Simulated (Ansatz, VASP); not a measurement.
## Rb: VASP beside Ansatz

```
CELL_PARAMETERS angstrom
2.45538 -4.29715 0.00000
2.45538 4.29715 0.00000
0.00000 0.00000 7.51216
ATOMIC_POSITIONS crystal
Rb 0.83600 0.16400 0.75000
Rb 0.16400 0.83600 0.25000
```

Change from the starting cell: volume 79.262 Å^3 an atom, stretch along c over the lengths across it, relative to the relaxed cell 0.9411.

Alike in both runs: task single point; functional PBE; dispersion D3(BJ); k mesh 12 × 12 × 6; occupations gaussian, width 0.15 eV; no spin polarisation.

|  | VASP | Ansatz |
| --- | --- | --- |
| version | VASP 6.6.1 | Ansatz 0.2.0 |
| potentials or method | VASP PAW PBE potentials, release 64 (Rb_sv), cutoff 520 eV | scalar-relativistic, plane waves, PAW |
| valence electrons in the cell | 18 | 18 |

|  | VASP | Ansatz | Ansatz less VASP |
| --- | --- | --- | --- |
| gap on the k mesh at the Fermi level (eV) | none | none | - |
| pressure (GPa) | 0.3 | 0.3 | 0.00 |
| traceless stress, the component that is largest in VASP (GPa) | 0.21 | 0.21 | 0.000 |

A gap of «none» marks a metal or a gap that the smearing closes.
